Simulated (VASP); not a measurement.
Cu2B:

```
Cu B
1.0
     0.00000    3.28347    3.28347
     3.28347    0.00000    3.28347
     3.28347    3.28347    0.00000
Cu B
4 2
Direct
  0.12500 0.12500 0.12500
  0.62500 0.12500 0.12500
  0.12500 0.12500 0.62500
  0.12500 0.62500 0.12500
  0.50000 0.50000 0.50000
  0.75000 0.75000 0.75000
```

* Program: VASP 6.6.1
* Task: relaxation of cell and atoms
* Functional: LDA
* Potentials or basis: VASP PAW LDA potentials, release 64 (Cu, B)
* Cutoff: 600 eV
* k mesh: 5 × 5 × 5
* Occupations: fermi-dirac, width 0.05 eV
* Spin: no spin polarisation

At the start: pressure -10.9 GPa; volume 11.80 Å³/atom.

Q: Where does the relaxation end?

A: Over 3 steps the energy falls by 35.3 meV/atom and the volume is 10.85 Å³/atom (-8.0 %); space group Fd-3m (No. 227, to 0.05 Å).

Step by step:
| step | energy change (eV) | largest force (eV/Å) | pressure (GPa) | volume (Å³) |
| --- | --- | --- | --- | --- |
| 1 | 0.0000 | 0.0000 | -10.87 | 70.80 |
| 2 | -0.1707 | 0.0000 | 6.10 | 62.91 |
| 3 | -0.2117 | 0.0000 | 0.07 | 65.11 |

Final structure:
```
CELL_PARAMETERS angstrom
0.00000 3.19303 3.19303
3.19303 0.00000 3.19303
3.19303 3.19303 0.00000
ATOMIC_POSITIONS crystal
Cu 0.12500 0.12500 0.12500
Cu 0.62500 0.12500 0.12500
Cu 0.12500 0.12500 0.62500
Cu 0.12500 0.62500 0.12500
B 0.50000 0.50000 0.50000
B 0.75000 0.75000 0.75000
```
